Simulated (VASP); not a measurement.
Set up this calculation in VASP 6.6.1, as the native input.

* Task: single point
* Functional: PBEsol
* Potentials or basis: VASP PAW PBE potentials, release 64 (Na_pv, S, Tl_d)
* Cutoff: 520 eV
* k mesh: 6 × 6 × 2
* Occupations: fermi-dirac, width 0.03 eV
* Spin: no spin polarisation
* Dipole correction: no
* Further INCAR settings: ALGO = Normal; EDIFF = 1e-06; NBANDS = 42

The structure of NaTlS2 lies in POSCAR:

```
NaTlS2
1.0
    4.1835380662      0.0000000000      0.0000000000
    0.0000000000      4.1835380662      0.0000000000
    0.0000000000      0.0000000000     13.3157206566
Na S Tl
2 4 2
Direct
    0.5000000000      0.0000000000      0.8783636957
    0.0000000000      0.5000000000      0.1216363043
    0.5000000000      0.5000000000      0.0000000000
    0.0000000000      0.0000000000      0.2691183100
    0.5000000000      0.5000000000      0.5000000000
    0.0000000000      0.0000000000      0.7308816900
    0.5000000000      0.0000000000      0.3742671662
    0.0000000000      0.5000000000      0.6257328338
```

The input as run:

INCAR

```
PREC = Accurate
ENCUT = 520
EDIFF = 1E-6
ISMEAR = -1
SIGMA = 0.03
LREAL = F
LASPH = T
NELM = 100
ALGO = Normal
ISIF = 2
LWAVE = F
LCHARG = F
GGA = PS
NBANDS = 42
```

KPOINTS

```
Automatic mesh
0
Gamma
  6 6 2
```

Potentials or basis: VASP PAW PBE potentials, release 64 (Na_pv, S, Tl_d).

Launch:

```sh
$ cat potpaw_PBE.64/Na_pv/POTCAR potpaw_PBE.64/S/POTCAR potpaw_PBE.64/Tl_d/POTCAR > POTCAR
$ mpirun -np 1 vasp_std > vasp.out
```

Results of the run:

The pressure is 0.0 GPa. The largest force is 0.007 eV/Å and the band gap on the k mesh is zero (bands 32 and 33 overlap by 0.06 eV).

Caveat: the PAW data sets were made with another functional, which shifts forces and pressure a little; spin-orbit coupling is left out, which moves the levels of the heavy elements.

Run time: 100 s on 1 thread of Intel(R) Xeon(R) 6975P-C (Granite Rapids), with other jobs on the host, peak memory 0.4 GiB.
